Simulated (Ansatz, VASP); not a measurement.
TiGe4Pd2 in VASP and in Ansatz

File INCAR:

```
SYSTEM = TiGe4Pd2
  PREC = Accurate
  ENCUT = 520
  EDIFF = 1E-6
  ISMEAR = 0
  SIGMA = 0.2
  LREAL = .FALSE.
  LASPH = .TRUE.
  NELM = 150
  ALGO = Fast
  ISIF = 2
  LWAVE = .FALSE.
  LCHARG = .FALSE.
  ISPIN = 2
  MAGMOM = 0.49 0 0 0 0 0 0
  LORBIT = 11
  LMAXMIX = 4
  GGA = PE
  NBANDS = 57
```

File KPOINTS:

```
regular mesh
0
G
  6 6 4
  0 0 0
```

The input POSCAR:

```
TiGe4Pd2
1.0
    4.4523862360      0.0000000000      0.0000000000
    0.0000000000      4.4523862360      0.0000000000
    0.0000000000      0.0000000000      6.0636987708
Ti Ge Pd
1 4 2
Direct
    0.5000000000      0.5000000000      0.0000000000
    0.0000000000      0.5000000000      0.7399295555
    0.5000000000      0.0000000000      0.7399295555
    0.0000000000      0.5000000000      0.2600704445
    0.5000000000      0.0000000000      0.2600704445
    0.5000000000      0.5000000000      0.5000000000
    0.0000000000      0.0000000000      0.0000000000
```

Input for Ansatz:

```yaml
crystal:
  lattice:
    - [4.452386236, 0.0, 0.0]
    - [0.0, 4.452386236, 0.0]
    - [0.0, 0.0, 6.0636987708]
  atoms:
    - { symbol: Ti, position: [0.5, 0.5, 0.0], spin: 0.49 }
    - { symbol: Ge, position: [0.0, 0.5, 0.7399295555] }
    - { symbol: Ge, position: [0.5, 0.0, 0.7399295555] }
    - { symbol: Ge, position: [0.0, 0.5, 0.2600704445] }
    - { symbol: Ge, position: [0.5, 0.0, 0.2600704445] }
    - { symbol: Pd, position: [0.5, 0.5, 0.5] }
    - { symbol: Pd, position: [0.0, 0.0, 0.0] }
basis:
  ecutwfc: 420
kpoints:
  mp_grid: { grid: [6, 6, 4] }
hamiltonian:
  xc: pbe
scf:
  occupations: { method: gaussian, width: 0.2 }
  lower_state_search: "off"
output:
  forces: true
  stress: true
  eigenvalues: true
  populations: true
magnetization:
  spin_polarized: true
```

Alike in both runs: task single point; functional PBE; k mesh 6 × 6 × 4; occupations gaussian, width 0.2 eV; collinear spin.

|  | VASP | Ansatz |
| --- | --- | --- |
| version | VASP 6.6.1 | Ansatz 0.2.0 |
| potentials or method | VASP PAW PBE potentials, release 64 (Ti_sv, Ge_d, Pd), cutoff 520 eV | scalar-relativistic, plane waves, PAW |
| valence electrons in the cell | 88 | 104 |

Ansatz gave:

- gap on the k mesh at the Fermi level (eV): none
- pressure (GPa): -0.1
- traceless stress, the component that is largest in VASP (GPa): 0.05
- rms of the force components (eV/Å): 0.018
- net moment per atom (μB): 0.09
- size of the moment on the site where the two differ most (μB): 0.04

Task: Which values does VASP return?

Result: gap on the k mesh at the Fermi level (eV): none; pressure (GPa): 0.0; traceless stress, the component that is largest in VASP (GPa): 0.07; rms of the force components (eV/Å): 0.018; net moment per atom (μB): 0.09; size of the moment on the site where the two differ most (μB): 0.03.

Site moments also hang on the region over which each program counts them. Atom by atom the forces differ by 0.000 eV/Å (rms over components). A gap of «none» marks a metal or a gap that the smearing closes. VASP's potentials hold 88 valence electrons a cell and Ansatz's 104, so a difference there can come from the potentials and not from the codes.
